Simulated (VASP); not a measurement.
CdSe, 2 atoms in the cell. The structure is cubic, space group F-43m (No. 216). Conventional cell: a = 6.099 Å, b = 6.099 Å, c = 6.099 Å, α = 90.00°, β = 90.00°, γ = 90.00°. Within 3.5 Å of Cd (site symmetry -43m) lie 4 Se at 2.64 Å. Within 3.5 Å of Se (site symmetry -43m) lie 4 Cd at 2.64 Å. 

- Program: VASP 6.6.1
- Task: single point
- Functional: PBE
- Potentials or basis: VASP PAW PBE potentials, release 64 (Cd, Se)
- Cutoff: 520 eV
- k mesh: 6 × 6 × 6
- Occupations: gaussian, width 0.01 eV
- Spin: no spin polarisation
- Dipole correction: no
- Further INCAR settings: ALGO = Normal; EDIFF = 1e-07; NBANDS = 16

Potentials or basis: VASP PAW PBE potentials, release 64 (Cd, Se).

The run is started by

```sh
$ cat potpaw_PBE.64/Cd/POTCAR potpaw_PBE.64/Se/POTCAR > POTCAR
$ mpirun -np 1 vasp_std > vasp.out
```

Hardware: 1 thread of Intel(R) Xeon(R) Platinum 8559C (Emerald Rapids) (shared host).

**Question.** How long does it take, and how much memory?

**Answer.** Run time: 8.2 s on 1 thread of Intel(R) Xeon(R) Platinum 8559C (Emerald Rapids) (shared host), peak memory 0.18 GiB. Counts: scf iterations 14, k points 16.
